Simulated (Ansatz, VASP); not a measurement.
**Ag in VASP and in Ansatz**

```
CELL_PARAMETERS angstrom
0.00000 2.12482 2.04310
2.12482 0.00000 2.04310
2.12482 2.12482 0.00000
ATOMIC_POSITIONS crystal
Ag 0.00000 0.00000 0.00000
```

Change from the starting cell: strain +0.040 along x and y, +0.000 along z, atoms carried along.

Alike in both runs: task single point; functional r2SCAN; k mesh 20 × 20 × 20; occupations gaussian, width 0.15 eV; no spin polarisation.

|  | VASP | Ansatz |
| --- | --- | --- |
| version | VASP 6.6.1 | Ansatz 0.2.0 |
| potentials or method | VASP PAW PBE potentials, release 64 (Ag), cutoff 520 eV | scalar-relativistic, plane waves, PAW |
| valence electrons in the cell | 11 | 19 |

Ansatz gave:

| Item | Value |
| --- | --- |
| gap on the k mesh at the Fermi level (eV) | none |
| pressure (GPa) | -5.6 |
| traceless stress, the component that is largest in VASP (GPa) | 0.69 |

Estimate VASP's values.

gap on the k mesh at the Fermi level (eV): none; pressure (GPa): -5.5; traceless stress, the component that is largest in VASP (GPa): 0.71.

VASP's potentials were made for PBE, not for r2SCAN. A gap of «none» marks a metal or a gap that the smearing closes. VASP's potentials hold 11 valence electrons a cell and Ansatz's 19, so a difference there can come from the potentials and not from the codes.
